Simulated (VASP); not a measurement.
Crystal: BaTiO3.

```xyz
5
Lattice="3.9724 0.0000 0.0000 0.0000 2.8906 2.9159 0.0000 -2.8906 2.9159" Properties=species:S:1:pos:R:3 pbc="T T T"
Ba    0.0000    0.0000    0.0676
Ti    1.9862    0.0000    3.0781
O     0.0000    0.0000    2.8418
O     1.9862   -1.3967    4.2850
O     1.9862    1.3967    4.2850
```

| Item | Value |
| --- | --- |
| Program | VASP 6.6.1 |
| Task | relaxation of cell and atoms |
| Functional | LDA |
| Potentials or basis | VASP PAW LDA potentials, release 64 (Ba_sv, Ti_sv, O) |
| Cutoff | 600 eV |
| k mesh | 8 × 8 × 8 |
| Occupations | gaussian, width 0.02 eV |
| Spin | no spin polarisation |

At the start: pressure -8.6 GPa; volume 13.39 Å³/atom.

Task: Where does the relaxation end?

Result: Over 15 steps the energy falls by 27.9 meV/atom and the volume is 12.41 Å³/atom (-7.3 %); space group Amm2 (No. 38, to 0.05 Å).

The path:
```
step  energy change (eV)  largest force (eV/Å)  pressure (GPa)  volume (Å³)
   1              0.0000                0.1222           -8.64        66.96
   2              0.0256                1.4828           11.42        60.20
   3             -0.0948                0.6230           -0.29        63.65
   4             -0.1191                0.1692            0.07        62.84
   5             -0.1210                0.1742            0.40        62.51
   6             -0.1319                0.1425           -0.28        62.50
   7             -0.1351                0.1805           -0.82        62.48
   8             -0.1366                0.1010            1.05        61.80
   9             -0.1372                0.1293            0.39        62.04
  10             -0.1392                0.0470            0.12        62.08
  11             -0.1394                0.0246           -0.02        62.09
  12             -0.1394                0.0243           -0.02        62.09
  13             -0.1395                0.0154           -0.01        62.08
  14             -0.1396                0.0103            0.01        62.06
  15             -0.1396                0.0043           -0.03        62.07
```

Final structure:
```
Ba Ti O
1.0
     3.93879    0.00000    0.00000
     0.00000    2.80455    2.80941
     0.00000   -2.80455    2.80941
Ba Ti O
1 1 3
Direct
  0.00000 0.00423 0.00423
  0.50000 0.51484 0.51484
  0.00000 0.49369 0.49369
  0.50000 0.49475 0.98870
  0.50000 0.98870 0.49475
```
